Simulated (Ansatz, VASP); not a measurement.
## Two plane-wave programs on Al

```
Al
1.0
     0.00000    2.05171    1.96964
     2.05171    0.00000    1.96964
     2.05171    2.05171    0.00000
Al
1
Direct
  0.00000 0.00000 0.00000
```

Alike in both runs: task single point; functional r2SCAN; k mesh 22 × 22 × 22; occupations gaussian, width 0.2 eV; no spin polarisation.

```csv
,VASP,Ansatz
version,VASP 6.6.1,Ansatz 0.2.0
potentials or method,"VASP PAW PBE potentials, release 64 (Al), cutoff 520 eV","scalar-relativistic, plane waves, PAW"
valence electrons in the cell,3,3
```

Ansatz gave:

| Property | Result |
| --- | --- |
| gap on the k mesh at the Fermi level (eV) | none |
| pressure (GPa) | -3.3 |
| traceless stress, the component that is largest in VASP (GPa) | 1.89 |

Question: What did VASP give for the same quantities?

Answer: gap on the k mesh at the Fermi level (eV): none; pressure (GPa): -3.6; traceless stress, the component that is largest in VASP (GPa): 1.89.

VASP's potentials were made for PBE, not for r2SCAN. A gap of «none» marks a metal or a gap that the smearing closes.
